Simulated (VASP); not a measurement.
A run of VASP 6.6.1:

INCAR

```
SYSTEM = AlCu3
PREC = Accurate
ENCUT = 520
EDIFF = 1E-7
ISMEAR = 0
SIGMA = 0.15
LREAL = .FALSE.
LASPH = .TRUE.
NELM = 60
ALGO = Fast
ISIF = 2
LWAVE = .FALSE.
LCHARG = .FALSE.
GGA = PS
NBANDS = 26
```

File KPOINTS:

```
regular mesh
0
G
  14 14 14
  0 0 0
```

File POSCAR:

```
AlCu3
1.0
    3.6318704096      0.0000000000      0.0000000000
    0.0000000000      3.6318704096      0.0000000000
    0.0000000000      0.0000000000      3.6318704096
Al Cu
1 3
Direct
    0.0000000000      0.0000000000      0.0309757748
    0.5000000000      0.5000000000      0.0000000000
    0.5000000000      0.0000000000      0.5000000000
    0.0000000000      0.5000000000      0.5000000000
```

Potentials or basis: VASP PAW PBE potentials, release 64 (Al, Cu).

Launch:

```console
$ cat potpaw_PBE.64/Al/POTCAR potpaw_PBE.64/Cu/POTCAR > POTCAR
$ mpirun -np 1 vasp_std > vasp.out
```

Hardware: 1 thread of Intel(R) Xeon(R) Platinum 8259CL CPU @ 2.50GHz (Skylake/Cascade Lake), with other jobs on the host.

Task: How long does it take, and how much memory?

Result: Run time: 6.3 min on 1 thread of Intel(R) Xeon(R) Platinum 8259CL CPU @ 2.50GHz (Skylake/Cascade Lake) (shared host), peak memory 0.38 GiB. Counts: scf iterations 17, k points 288.
